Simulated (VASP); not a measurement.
**Ti: electric field gradients with LDA**

The system is Ti.

```
CELL_PARAMETERS angstrom
0.00000 2.00256 2.00256
2.00256 0.00000 2.00256
2.00256 2.00256 0.00000
ATOMIC_POSITIONS crystal
Ti 0.00000 0.00000 0.00000
```

This cell differs from its parent crystal: volume scaled by 0.96.

```yaml
Program: VASP 6.6.1
Task: electric field gradients
Functional: LDA
Potentials_or_basis: VASP PAW LDA potentials, release 64 (Ti_sv)
Cutoff: 400 eV
k_mesh: 15 × 15 × 15
Occupations: fermi-dirac, width 0.05 eV
Spin: no spin polarisation
Dipole_correction: no
Further_INCAR_settings: ALGO = Normal; EDIFF = 1e-08; NBANDS = 12
```

The pressure is -1.2 GPa and the band gap on the k mesh is zero (band 6 reaches 9.73 eV, above the bottom of band 7 at 8.52 eV).

Levels at points of the mesh, in eV from the Fermi level:
| k point | band 2 | band 3 | band 4 | band 5 | band 6 | band 7 | band 8 | band 9 | band 10 | band 11 |
| --- | --- | --- | --- | --- | --- | --- | --- | --- | --- | --- |
| (0.00, 0.00, 0.00) | -32.03 | -32.03 | -32.03 | -6.16 | 0.88 | 0.88 | 0.88 | 2.67 | 2.67 | 15.77 |

It took 7.1 s on 1 thread of Intel(R) Xeon(R) 6975P-C (Granite Rapids) (shared host), peak memory 0.12 GiB.

Caveat: without QUAD_EFG the Cq values of the log hold for a quadrupole moment of 1 mb, not for the nuclei.
